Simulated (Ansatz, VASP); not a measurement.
CuB3Os: VASP beside Ansatz

```
Cu B Os
1.0
     2.91320    1.68194    3.35869
    -2.91320    1.68194    3.35869
     0.00000   -3.36387    3.35869
Cu B Os
2 6 2
Direct
  0.50000 0.50000 0.50000
  0.00000 0.00000 0.00000
  0.10816 0.39184 0.75000
  0.39184 0.75000 0.10816
  0.89184 0.60816 0.25000
  0.25000 0.89184 0.60816
  0.60816 0.25000 0.89184
  0.75000 0.10816 0.39184
  0.75000 0.75000 0.75000
  0.25000 0.25000 0.25000
```

Alike in both runs: functional PBE; k mesh 6 × 6 × 6; occupations gaussian, width 0.1 eV; no spin polarisation.

Ansatz relaxed the structure, and its values are those at the end. VASP's run is a single point on that final structure, the one shown.

|  | VASP | Ansatz |
| --- | --- | --- |
| version | VASP 6.6.1 | Ansatz 0.2.0 |
| potentials or method | VASP PAW PBE potentials, release 64 (Cu_sv_GW, B, Os_sv_GW), cutoff 700 eV | scalar-relativistic, plane waves, PAW |
| valence electrons in the cell | 88 | 88 |

Ansatz gave:

| Item | Value |
| --- | --- |
| gap on the k mesh at the Fermi level (eV) | none |
| pressure (GPa) | -0.2 |
| rms of the force components (eV/Å) | 0.009 |

Problem. Estimate VASP's values.

Solution. gap on the k mesh at the Fermi level (eV): none; pressure (GPa): -1.3; rms of the force components (eV/Å): 0.011.

A gap of «none» marks a metal or a gap that the smearing closes. The functional is the same, so the differences come from potentials, cutoffs and numerics.

Spin-orbit coupling is off throughout.
